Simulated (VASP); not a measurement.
# BaS (I4/mmm) in VASP: further runs

The runs below take BaS through electric field gradients, with LDA.

Everything below comes from runs of VASP 6.6.1. Logs are shortened: lines on timing, memory, paths and dates and some standing lists are left out, and cuts for length are marked.

## 1. The cell of the first run

Symmetry: I4/mmm, No. 139, tetragonal system. Conventional cell: a = 4.426 Å, b = 4.426 Å, c = 6.388 Å, α = 90.00°, β = 90.00°, γ = 90.00°. Within 4.1 Å of Ba (site symmetry 4/mmm) lie 6 S at 3.13 to 3.19 Å. Within 4.1 Å of S (site symmetry 4/mmm) lie 6 Ba at 3.13 to 3.19 Å.

## 2. Electric field gradients, LDA (equal xx and yy strain of -2 %)

INCAR reads:

```
SYSTEM = BaS
PREC = Accurate
ENCUT = 400
EDIFF = 1E-8
ISMEAR = -1
SIGMA = 0.01
LREAL = .FALSE.
LASPH = .TRUE.
NELM = 120
ALGO = Normal
ISIF = 2
LWAVE = .FALSE.
LCHARG = .FALSE.
GGA = CA
LEFG = .TRUE.
NBANDS = 15
GGA_COMPAT = .FALSE.
```

KPOINTS reads:

```
Automatic mesh
0
G
  7 7 7
  0 0 0
```

POSCAR reads:

```
BaS
1.0
    0.0000000000      3.1298750000      3.1937500000
    3.1298750000      0.0000000000      3.1937500000
    3.1298750000      3.1298750000      0.0000000000
Ba S
1 1
Direct
    0.0000000000      0.0000000000      0.0000000000
    0.5000000000      0.5000000000      0.5000000000
```

Potentials or basis: VASP PAW LDA potentials, release 64 (Ba_sv, S).

On the command line:

```
$ cat potpaw_LDA.64/Ba_sv/POTCAR potpaw_LDA.64/S/POTCAR > POTCAR
$ mpirun -np 1 vasp_std > vasp.out
```

OUTCAR:

```text
SYSTEM = BaS
   PREC = Accurate
   ENCUT = 400
   EDIFF = 1E-8
   ISMEAR = -1
   LREAL = .FALSE.
   LASPH = .TRUE.
   NELM = 120
   ISIF = 2
   GGA = CA

 ion  position               nearest neighbor table
   1  0.000  0.000  0.000-   2 3.13   2 3.13   2 3.13   2 3.13   2 3.19   2 3.19
   2  0.500  0.500  0.500-   1 3.13   1 3.13   1 3.13   1 3.13   1 3.19   1 3.19

  LATTYP: Found a body centered tetragonal cell.
 ALAT       =     4.4263116735
 C/A-ratio  =     1.4430750636

  Lattice vectors:

 A1 = (  -3.1298750000,   0.0000000000,   3.1937500000)
 A2 = (   3.1298750000,   0.0000000000,   3.1937500000)
 A3 = (   0.0000000000,   3.1298750000,  -3.1937500000)

Analysis of symmetry for initial positions (statically):
=====================================================================
 Subroutine PRICEL returns:
 Original cell was already a primitive cell.

 Routine SETGRP: Setting up the symmetry group for a
 body centered tetragonal supercell.

 Subroutine GETGRP returns: Found 16 space group operations
 (whereof 16 operations were pure point group operations)
 out of a pool of 16 trial point group operations.

The static configuration has the point symmetry D_4h.

Analysis of symmetry for dynamics (positions and initial velocities):
=====================================================================
 Subroutine PRICEL returns:
 Original cell was already a primitive cell.

 Routine SETGRP: Setting up the symmetry group for a
 body centered tetragonal supercell.

 Subroutine GETGRP returns: Found 16 space group operations
 (whereof 16 operations were pure point group operations)
 out of a pool of 16 trial point group operations.

The dynamic configuration has the point symmetry D_4h.

 Subroutine INISYM returns: Found 16 space group operations
 (whereof 16 operations are pure point group operations),
 and found     1 'primitive' translations

----------------------------------------------------------------------------------------

                                     Primitive cell

  volume of cell :      62.5727

  direct lattice vectors                    reciprocal lattice vectors
     0.000000000  3.129875000  3.193750000    -0.159750789  0.159750789  0.156555773
     3.129875000  0.000000000  3.193750000     0.159750789 -0.159750789  0.156555773
     3.129875000  3.129875000  0.000000000     0.159750789  0.159750789 -0.156555773

  length of vectors
     4.471706227  4.471706227  4.426311674     0.274864219  0.274864219  0.274864219

  position of ions in fractional coordinates (direct lattice)
     0.000000000  0.000000000  0.000000000
     0.500000000  0.500000000  0.500000000

  ion indices of the primitive-cell ions
   primitive index   ion index
                 1           1
                 2           2

----------------------------------------------------------------------------------------

 KPOINTS: Automatic mesh

Automatic generation of k-mesh.
 Grid dimensions read from file:
 generate k-points for:    7    7    7

 Generating k-lattice:

  Cartesian coordinates                     Fractional coordinates (reciprocal lattice)
    -0.022821541  0.022821541  0.022365110     0.142857143  0.000000000  0.000000000
     0.022821541 -0.022821541  0.022365110     0.000000000  0.142857143  0.000000000
     0.022821541  0.022821541 -0.022365110     0.000000000  0.000000000  0.142857143

  Length of vectors
     0.039266317  0.039266317  0.039266317

  Shift w.r.t. Gamma in fractional coordinates (k-lattice)
     0.000000000  0.000000000  0.000000000

 Subroutine IBZKPT returns following result:
 ===========================================

[... 35 lines left out ...]
   NGX,Y,Z   is equivalent  to a cutoff of  11.15, 11.15, 11.27 a.u.
   NGXF,Y,Z  is equivalent  to a cutoff of  22.31, 22.31, 22.54 a.u.
 SYSTEM =  BaS
   PREC   = accura    normal or accurate (medium, high low for compatibility)
   ISTART =      0    job   : 0-new  1-cont  2-samecut
   ICHARG =      2    charge: 1-file 2-atom 10-const
   ISPIN  =      1    spin polarized calculation?
   LNONCOLLINEAR =      F non collinear calculations
   LSORBIT =      F    spin-orbit coupling
   LASPH  =      T    aspherical Exc in radial PAW
   ENCUT  =  400.0 eV  29.40 Ry    5.42 a.u.   7.29  7.29  7.22*2*pi/ulx,y,z
   NELM   =    120;   NELMIN=  2; NELMDL= -5     # of ELM steps
   EDIFF  = 0.1E-07   stopping-criterion for ELM
   LREAL  =      F    real-space projection
   EDIFFG = 0.1E-06   stopping-criterion for IOM
   NSW    =      0    number of steps for IOM
   IBRION =     -1    ionic relax: 0-MD 1-quasi-New 2-CG
   NFREE  =      0    steps in history (QN), initial steepest desc. (CG)
   ISIF   =      2    stress and relaxation
   ISYM   =      2    0-nonsym 1-usesym 2-fastsym
   POTIM  = 0.5000    time-step for ionic-motion
   TEBEG  =    0.0;   TEEND  =   0.0 temperature during run
   PSTRESS=    0.0 pullay stress
   NELECT =      16.0000    total number of electrons
   NUPDOWN=      -1.0000    fix difference up-down
   EMIN   =  10.00;   EMAX   =-10.00  energy-range for DOS
   EFERMI =   0.00;   METHOD = LEGACY
   ISMEAR =    -1;   SIGMA  =   0.01  broadening in eV -4-tet -1-fermi 0-gaus
   EFERMI_NEDOS =   21; number of points for ismear=-14 and -15
   IALGO  =     38    algorithm
   IMIX   =      4    mixing-type and parameters
     AMIX     =   0.40;   BMIX     =  1.00
     AMIX_MAG =   1.60;   BMIX_MAG =  1.00
  volume/ion in A,a.u.               =      31.29       211.13
  Fermi-wavevector in a.u.,A,eV,Ry     =   1.039090  1.963595 14.690321  1.079708
  Thomas-Fermi vector in A             =   2.173604
   LORBIT       =      0    0 simple, 1 ext, 2 COOP (PROOUT), +10 PAW based schemes
   GGA     = CA    functional components
   LHFCALC =     F    Hartree Fock is set to
   AEXX    =    0.0000 exact exchange contribution
   IVDW    =     0    specifies the selected vdW correction
   LEPSILON=     F    determine dielectric tensor
   LRPA    =     F    only Hartree local field effects (RPA)
 non-spin polarized calculation
  energy-cutoff  :      400.00
  volume of cell :       62.57
 maximum number of plane-waves:      1163
 NGX is ok and might be reduce to    30
   NGX = 15   NGY = 15   NGZ = 15

 number of electron      15.9999999 magnetization

 Free energy of the ion-electron system (eV)
  ---------------------------------------------------
  ext. energy  EPLUGINS =         0.00000000
  ---------------------------------------------------
  free energy    TOTEN  =       -11.16950537 eV

  energy without entropy =      -11.16950537  energy(sigma->0) =      -11.16950537

 E-fermi :   1.7866     XC(G=0):  -9.1560

 val. band max:        1.4865875810   @ k =   0.0000   0.0000   0.0000
 cond. band min:       3.3463562729   @ k =   0.4286   0.0000   0.4286
 fundamental gap:      1.8597686919
 Fermi energy:         1.7865986396

 k-point     1 :       0.0000    0.0000    0.0000
  band No.  band energies     occupation
      1     -24.4194      2.00000
      2      -9.4899      2.00000
      3      -9.4899      2.00000
      4      -9.4833      2.00000
      5      -8.9198      2.00000
      6       1.4106      2.00000
      7       1.4866      2.00000
      8       1.4866      2.00000
      9       4.9484      0.00000
     10       5.0633      0.00000
     11       5.2115      0.00000
     12       5.2115      0.00000
     13       6.1534      0.00000
     14       6.2540      0.00000
[... 401 lines left out ...]
      2     -10.5245      2.00000
      3      -9.7570      2.00000
      4      -9.6401      2.00000
      5      -7.8865      2.00000
      6      -0.0483      2.00000
      7       0.5060      2.00000
      8       0.8504      2.00000
      9       5.4467      0.00000
     10       6.6729      0.00000
     11       7.9690      0.00000
     12       8.0707      0.00000
     13       9.3310      0.00000
     14      10.4436      0.00000
     15      10.8864      0.00000

 [... further k-points ...]

------------------------ aborting loop because EDIFF is reached ----------------------------------------

  FORCE on cell =-STRESS in cart. coord.  units (eV):
  Direction    XX          YY          ZZ          XY          YZ          ZX
  --------------------------------------------------------------------------------------
  -------------------------------------------------------------------------------------
  Total        0.2814447      0.2814447     -0.4779502      0.0000000     -0.0000000      0.0000000
  in kB        7.2064063      7.2064063    -12.2379400      0.0000000     -0.0000000      0.0000000
  external PRESSURE =       0.7249575 kB  Pullay stress =       0.0000000 kB

 VOLUME and BASIS-vectors are now :
 -----------------------------------------------------------------------------
  energy-cutoff  :      400.00
  volume of cell :       62.57
      direct lattice vectors                 reciprocal lattice vectors
     0.000000000  3.129875000  3.193750000    -0.159750789  0.159750789  0.156555773
     3.129875000  0.000000000  3.193750000     0.159750789 -0.159750789  0.156555773
     3.129875000  3.129875000  0.000000000     0.159750789  0.159750789 -0.156555773

 POSITION                                       TOTAL-FORCE (eV/Angst)
 -----------------------------------------------------------------------------------
      0.00000      0.00000      0.00000         0.000000      0.000000      0.000000
      3.12988      3.12988      3.19375         0.000000      0.000000     -0.000000
 -----------------------------------------------------------------------------------
    total drift:                               -0.000000      0.000000      0.000000

  FREE ENERGIE OF THE ION-ELECTRON SYSTEM (eV)
  ---------------------------------------------------
  free  energy   TOTEN  =       -11.1695053708 eV

  energy  without entropy=      -11.1695053708  energy(sigma->0) =      -11.16950537

 Electric field gradients (V/A^2)
---------------------------------------------------------------------
 ion       V_xx      V_yy      V_zz      V_xy      V_xz      V_yz
---------------------------------------------------------------------
   1     -14.515   -14.515    29.030    -0.000    -0.000    -0.000
   2      -4.182    -4.182     8.364    -0.000    -0.000    -0.000
---------------------------------------------------------------------

 Electric field gradients after diagonalization (V/A^2)
 (convention: |V_zz| > |V_xx| > |V_yy|)
----------------------------------------------------------------------
 ion       V_xx      V_yy      V_zz     asymmetry (V_yy - V_xx)/ V_zz
----------------------------------------------------------------------
   1     -14.515   -14.515    29.030       0.000
   2      -4.182    -4.182     8.364       0.000
----------------------------------------------------------------------

           NMR quadrupolar parameters

 Cq : quadrupolar parameter    Cq=e*Q*V_zz/h
 eta: asymmetry parameters     (V_yy - V_xx)/ V_zz
 Q  : nuclear electric quadrupole moment in mb (millibarn)
----------------------------------------------------------------------
 ion       Cq(MHz)       eta       Q (mb)
----------------------------------------------------------------------
   1       0.070       0.000       1.000
   2       0.020       0.000       1.000
----------------------------------------------------------------------
```

Wall time 48 s (1 thread of Intel Xeon 8259CL, shared host); peak memory 0.16 GiB.

Results:

```
Free energy                             : -11.1695 eV
Pressure                                : 0.1 GPa
Band gap on the k mesh                  : 1.86 eV (least direct gap 1.98 eV)
Largest electric field gradient by atom : Ba +29.0; S +8.4 V/Å²
```

Electric field gradients, principal values (V/Å²):
| atom | least | middle | greatest (by size) |
| --- | --- | --- | --- |
| 1 Ba | -14.515 | -14.515 | 29.030 |
| 2 S | -4.182 | -4.182 | 8.364 |

Caveat: the cell differs from its parent crystal (equal xx and yy strain of -2 %); without QUAD_EFG the Cq values of the log hold for a quadrupole moment of 1 mb, not for the nuclei; spin-orbit coupling is left out, which moves the levels of the heavy elements; an odd mesh through Γ misses points on the zone boundary, where band edges can lie.

## 3. Electric field gradients, LDA (equal xx and yy strain of -2 %)

INCAR reads:

```
SYSTEM = BaS
PREC = Accurate ; ENCUT = 400
EDIFF = 1E-8 ; ISMEAR = -1
SIGMA = 0.01 ; LREAL = .FALSE.
LASPH = .TRUE. ; NELM = 120
ALGO = Normal ; ISIF = 2
LWAVE = .FALSE. ; LCHARG = .FALSE.
LEFG = .TRUE. ; NBANDS = 15
GGA_COMPAT = .FALSE.
```

KPOINTS is that of step 2.

POSCAR is that of step 2.

Potentials or basis: VASP PAW LDA potentials, release 64 (Ba_sv, S).

On the command line:

```
$ cat potpaw_LDA.64/Ba_sv/POTCAR potpaw_LDA.64/S/POTCAR > POTCAR
$ mpirun -np 1 vasp_std > vasp.out
```

OUTCAR:

```text
SYSTEM = BaS
   PREC = Accurate
   ENCUT = 400
   EDIFF = 1E-8
   ISMEAR = -1
   LREAL = .FALSE.
   LASPH = .TRUE.
   NELM = 120
   ISIF = 2

 ion  position               nearest neighbor table
   1  0.000  0.000  0.000-   2 3.13   2 3.13   2 3.13   2 3.13   2 3.19   2 3.19
   2  0.500  0.500  0.500-   1 3.13   1 3.13   1 3.13   1 3.13   1 3.19   1 3.19

  LATTYP: Found a body centered tetragonal cell.
 ALAT       =     4.4263116735
 C/A-ratio  =     1.4430750636

  Lattice vectors:

 A1 = (  -3.1298750000,   0.0000000000,   3.1937500000)
 A2 = (   3.1298750000,   0.0000000000,   3.1937500000)
 A3 = (   0.0000000000,   3.1298750000,  -3.1937500000)

Analysis of symmetry for initial positions (statically):
=====================================================================
 Subroutine PRICEL returns:
 Original cell was already a primitive cell.

 Routine SETGRP: Setting up the symmetry group for a
[... 621 lines left out ...]
  energy-cutoff  :      400.00
  volume of cell :       62.57
      direct lattice vectors                 reciprocal lattice vectors
     0.000000000  3.129875000  3.193750000    -0.159750789  0.159750789  0.156555773
     3.129875000  0.000000000  3.193750000     0.159750789 -0.159750789  0.156555773
     3.129875000  3.129875000  0.000000000     0.159750789  0.159750789 -0.156555773

 POSITION                                       TOTAL-FORCE (eV/Angst)
 -----------------------------------------------------------------------------------
      0.00000      0.00000      0.00000         0.000000      0.000000      0.000000
      3.12988      3.12988      3.19375         0.000000      0.000000     -0.000000
 -----------------------------------------------------------------------------------
    total drift:                               -0.000000      0.000000      0.000000

  FREE ENERGIE OF THE ION-ELECTRON SYSTEM (eV)
  ---------------------------------------------------
  free  energy   TOTEN  =       -11.1695053708 eV

  energy  without entropy=      -11.1695053708  energy(sigma->0) =      -11.16950537

 Electric field gradients (V/A^2)
---------------------------------------------------------------------
 ion       V_xx      V_yy      V_zz      V_xy      V_xz      V_yz
---------------------------------------------------------------------
   1     -14.515   -14.515    29.030    -0.000    -0.000    -0.000
   2      -4.182    -4.182     8.364    -0.000    -0.000    -0.000
---------------------------------------------------------------------

 Electric field gradients after diagonalization (V/A^2)
 (convention: |V_zz| > |V_xx| > |V_yy|)
----------------------------------------------------------------------
 ion       V_xx      V_yy      V_zz     asymmetry (V_yy - V_xx)/ V_zz
----------------------------------------------------------------------
   1     -14.515   -14.515    29.030       0.000
   2      -4.182    -4.182     8.364       0.000
----------------------------------------------------------------------

           NMR quadrupolar parameters

 Cq : quadrupolar parameter    Cq=e*Q*V_zz/h
 eta: asymmetry parameters     (V_yy - V_xx)/ V_zz
 Q  : nuclear electric quadrupole moment in mb (millibarn)
----------------------------------------------------------------------
 ion       Cq(MHz)       eta       Q (mb)
----------------------------------------------------------------------
   1       0.070       0.000       1.000
   2       0.020       0.000       1.000
----------------------------------------------------------------------
```

It took 33 s on 1 thread of Intel Xeon 8259CL, shared host; peak memory 0.16 GiB.

What came out:

- Free energy: -11.1695 eV
- Pressure: 0.1 GPa
- Band gap on the k mesh: 1.86 eV (least direct gap 1.98 eV)
- Largest electric field gradient by atom: Ba +29.0; S +8.4 V/Å²

Electric field gradients, principal values (V/Å²):
```tsv
atom	least	middle	greatest (by size)
1 Ba	-14.515	-14.515	29.030
2 S	-4.182	-4.182	8.364
```

Caveat: the cell differs from its parent crystal (equal xx and yy strain of -2 %); without QUAD_EFG the Cq values of the log hold for a quadrupole moment of 1 mb, not for the nuclei; spin-orbit coupling is left out, which moves the levels of the heavy elements; an odd mesh through Γ misses points on the zone boundary, where band edges can lie.

(Continued in part 2 of 2.)
